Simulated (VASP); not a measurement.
Here is a VASP 6.6.1 calculation.

INCAR

```
SYSTEM = Si
PREC = Accurate
ENCUT = 520
EDIFF = 1E-6
ISMEAR = 0
SIGMA = 0.02
LREAL = .False.
LASPH = .True.
NELM = 100
ALGO = Normal
ISIF = 2
LWAVE = .False.
LCHARG = .False.
GGA = PS
NBANDS = 11
```

Contents of KPOINTS:

```
Automatic mesh
0
Gamma
  12 12 12
  0 0 0
```

POSCAR

```
Si
1.0
    0.0000000000      2.7165040233      2.7165040233
    2.7165040233      0.0000000000      2.7165040233
    2.7165040233      2.7165040233      0.0000000000
Si
2
Direct
    0.5000000000      0.5000000000      0.5000000000
    0.7500000000      0.7500000000      0.7500000000
```

Potentials or basis: VASP PAW PBE potentials, release 64 (Si).

The run is started by

```console
$ cat potpaw_PBE.64/Si/POTCAR > POTCAR
$ mpirun -np 1 vasp_std > vasp.out
```

Problem. Estimate the band gap on the k mesh.

Solution. 0.46 eV, indirect (least direct gap 2.52 eV).

Problem. Predict the pressure.

Solution. 0.1 GPa.

Caveat: the PAW data sets were made with another functional, which shifts forces and pressure a little. A k mesh can miss the band edges.
